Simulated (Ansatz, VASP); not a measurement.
## InAs in VASP and in Ansatz

The input INCAR:

```
SYSTEM = InAs
PREC     = Accurate       ! precision mode
ENCUT    = 520            ! plane-wave cutoff, eV
EDIFF    = 1E-7           ! SCF threshold, eV
ISMEAR   = 0              ! smearing method
SIGMA    = 0.15           ! smearing width, eV
LREAL    = .FALSE.        ! projectors in reciprocal space
LASPH    = .TRUE.         ! aspherical terms in the spheres
NELM     = 60             ! most SCF steps
ALGO     = Normal         ! electronic algorithm
ISIF     = 2              ! what is computed and relaxed
LWAVE    = .FALSE.        ! write WAVECAR
LCHARG   = .FALSE.        ! write CHGCAR
GGA      = PS             ! functional
NBANDS   = 16             ! bands
```

KPOINTS

```
regular mesh
0
G
  18 18 18
  0 0 0
```

The input POSCAR:

```
InAs
1.0
    0.0000000000      2.9524209728      3.0893889560
    2.9524209728      0.0000000000      3.0893889560
    2.9524209728      2.9524209728      0.0000000000
In As
1 1
Direct
    0.0000000000      0.0000000000      0.0000000000
    0.7500000000      0.7500000000      0.7500000000
```

Input for Ansatz:

```yaml
crystal:
  lattice:
    - [0.0, 2.9524209728, 3.089388956]
    - [2.9524209728, 0.0, 3.089388956]
    - [2.9524209728, 2.9524209728, 0.0]
  atoms:
    - { symbol: In, position: [0.0, 0.0, 0.0] }
    - { symbol: As, position: [0.75, 0.75, 0.75] }
basis:
  ecutwfc: 420
kpoints:
  mp_grid: { grid: [18, 18, 18] }
hamiltonian:
  xc: pbesol
scf:
  occupations: { method: gaussian, width: 0.15 }
output:
  forces: true
  stress: true
  eigenvalues: true
  write_density: true
  write_potential: true
  elf: true
  volumetric_format: npy
```

Change from the starting cell: strain -0.030 along x and y, +0.015 along z, atoms carried along.

Alike in both runs: task single point; functional PBEsol; k mesh 18 × 18 × 18; occupations gaussian, width 0.15 eV; no spin polarisation.

```csv
,VASP,Ansatz
version,VASP 6.6.1,Ansatz 0.2.0
potentials or method,"VASP PAW PBE potentials, release 64 (In_d, As), cutoff 520 eV","scalar-relativistic, plane waves, PAW"
valence electrons in the cell,18,28
```

Ansatz gave:

| Quantity | Value |
| --- | --- |
| gap on the k mesh at the Fermi level (eV) | none |
| pressure (GPa) | 2.8 |
| traceless stress, the component that is largest in VASP (GPa) | -1.11 |

Task: What did VASP give for the same quantities?

Result: gap on the k mesh at the Fermi level (eV): none; pressure (GPa): 2.9; traceless stress, the component that is largest in VASP (GPa): -1.11.

VASP's potentials were made for PBE, not for PBEsol. A gap of «none» marks a metal or a gap that the smearing closes. The functional is the same, so the differences come from potentials, cutoffs and numerics. VASP's potentials hold 18 valence electrons a cell and Ansatz's 28, so a difference there can come from the potentials and not from the codes.
